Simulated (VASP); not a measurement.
Runs of VASP 6.6.1 on SrTiO3. The structure is that of space group Pm-3m (No. 221), or close to it. The cells are those of the table. 

```csv
task,cell,k mesh,cutoff (eV),smearing,gap on the mesh (eV),pressure (GPa),relaxed volume (Å³/atom)
relaxation of cell and atoms,"relaxed from a = 3.854 Å, 5 atoms",8 × 8 × 8,600,gaussian 0.01 eV,1.81,0.0,11.50
single point,"a = 3.905 Å, 5 atoms",6 × 6 × 6,520,gaussian 0.1 eV,1.75,(a),-
relaxation of cell and atoms,"relaxed from a = 3.905 Å, 5 atoms",8 × 8 × 8,600,gaussian 0.02 eV,1.81,-0.1,11.50
single point,"a = 3.854 Å, 5 atoms",8 × 8 × 8,520,gaussian 0.02 eV,1.82,1.1,-
single point,"a = 3.854 Å, 5 atoms",8 × 8 × 8,520,gaussian 0.01 eV,1.82,1.1,-
```

Alike in all rows: level LDA; potentials or basis VASP PAW LDA potentials, release 64 (Sr_sv, Ti_sv, O); no spin polarisation.

Question: Estimate the missing entries.

Answer: (a) -6.4.

Caveats: the cell stands under tension (at least some runs).

A k mesh can miss the band edges, and the runs leave out spin-orbit coupling on Sr.
